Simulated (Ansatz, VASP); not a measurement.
# GaSb in VASP and in Ansatz

```
Ga Sb
1.0
     0.00000    3.00456    3.11687
     3.00456    0.00000    3.11687
     3.00456    3.00456    0.00000
Ga Sb
1 1
Direct
  0.00000 0.00000 0.00000
  0.25000 0.25000 0.25000
```

Change from the starting cell: epitaxial_xy strain -2.0%.

Alike in both runs: task single point; functional PBE; k mesh 8 × 8 × 8; occupations fermi-dirac, width 0.02 eV; no spin polarisation.

|  | VASP | Ansatz |
| --- | --- | --- |
| version | VASP 6.6.1 | Ansatz 0.2.0 |
| potentials or method | VASP PAW PBE potentials, release 64 (Ga_d, Sb) | plane waves, PAW |
| plane-wave cutoff (eV) | 520 | 420 |
| valence electrons in the cell | 18 | 28 |

|  | VASP | Ansatz | Ansatz less VASP |
| --- | --- | --- | --- |
| pressure (GPa) | 3.4 | 3.3 | -0.08 |
| traceless stress, the component that is largest in VASP (GPa) | -1.14 | -1.14 | -0.002 |

The functional is the same, so the differences come from potentials, cutoffs and numerics. VASP's potentials hold 18 valence electrons a cell and Ansatz's 28, so a difference there can come from the potentials and not from the codes.

Neither program's run includes spin-orbit coupling.
